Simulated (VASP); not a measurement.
Write the native input for VASP 6.6.1 that does the following.

- Task: single point
- Functional: r2SCAN
- Potentials or basis: VASP PAW PBE potentials, release 64 (Sb)
- Cutoff: 550 eV
- k mesh: 16 × 16 × 16
- Occupations: gaussian, width 0.1 eV
- Spin: no spin polarisation
- Dipole correction: no
- Further INCAR settings: ALGO = Normal; EDIFF = 1e-06; NBANDS = 8

The system is Sb.

```
Sb
1.0
     3.18016    0.00000    0.00000
     0.00000    3.18016    0.00000
     0.00000    0.00000    3.04604
Sb
1
Cartesian
  0.0000 0.0000 0.0000
```

This cell differs from its parent crystal: biaxial strain in the a-b plane: +3.0 %, then relaxed in part.

One way to write it, as run:

POSCAR

```
Sb
1.0
    3.1801583392      0.0000000000      0.0000000000
    0.0000000000      3.1801583392      0.0000000000
    0.0000000000      0.0000000000      3.0460440509
Sb
1
Direct
    0.0000000000      0.0000000000      0.0000000000
```

INCAR.step1

```
SYSTEM = Sb
PREC = Accurate ; ENCUT = 550
ISMEAR = 0 ; SIGMA = 0.1
LREAL = .False. ; LASPH = .True.
NELM = 120 ; NBANDS = 8
GGA = PE ; ALGO = Normal
EDIFF = 1E-5 ; LWAVE = .True.
LCHARG = .False. ; GGA_COMPAT = .False.
```

INCAR.step2

```
SYSTEM = Sb
PREC = Accurate ; ENCUT = 550
EDIFF = 1E-6 ; ISMEAR = 0
SIGMA = 0.1 ; LREAL = .False.
LASPH = .True. ; NELM = 120
ALGO = Normal ; ISIF = 2
LWAVE = .False. ; LCHARG = .False.
METAGGA = R2SCAN ; LMIXTAU = .True.
NBANDS = 8 ; ISTART = 1
GGA_COMPAT = .False.
```

KPOINTS

```
Automatic mesh
0
Gamma
  16 16 16
  0 0 0
```

Potentials or basis: VASP PAW PBE potentials, release 64 (Sb).

Run with:

```sh
$ cat potpaw_PBE.64/Sb/POTCAR > POTCAR
$ cp INCAR.step1 INCAR
$ mpirun -np 1 vasp_std > vasp.out
$ cp INCAR.step2 INCAR
$ mpirun -np 1 vasp_std > vasp.out
```

Results of the run:

```
Pressure : -2.4 GPa
```

Caveat: the cell differs from its parent crystal (biaxial strain in the a-b plane: +3.0 %, then relaxed in part); the PAW data sets were made with another functional, which shifts forces and pressure a little.

It took 66 s on 1 thread of Intel(R) Xeon(R) 6975P-C (Granite Rapids), with other jobs on the host, peak memory 0.22 GiB.
